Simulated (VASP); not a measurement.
Runs of VASP 6.6.1 on C. The structure is that of space group Fd-3m (No. 227), or close to it. The cells are those of the table. 

| task | cell | gap on the mesh (eV) | pressure (GPa) |
| --- | --- | --- | --- |
| electric field gradients | a = 2.485, b = 2.485, c = 2.446 Å, angles 60.5, 60.5, 59.0°, 2 atoms | (b) | 17.3 |
| electric field gradients | a = 2.485, b = 2.485, c = 2.522 Å, angles 59.5, 59.5, 61.0°, 2 atoms | 3.39 | 2.0 |
| electric field gradients | a = 2.563 Å, angles 60.0°, 2 atoms | 3.98 | -30.5 |
| single point | a = 2.510, b = 2.510, c = 2.497 Å, angles 60.2, 60.2, 59.7°, 2 atoms | 4.02 | (a) |
| single point | a = 2.485, b = 2.485, c = 2.522 Å, angles 59.5, 59.5, 61.0°, 2 atoms | 3.39 | 2.0 |

Alike in all rows: level LDA; potentials or basis VASP PAW LDA potentials, release 64 (C); no spin polarisation; k mesh 20 × 20 × 20; cutoff (eV) 520; smearing fermi-dirac 0.08 eV.

Question: Estimate the missing entries.

Answer: (a) -2.8; (b) 3.85.

Caveats: the cell stands under pressure (at least some runs); the cell stands under tension (at least some runs).

A k mesh can miss the band edges.
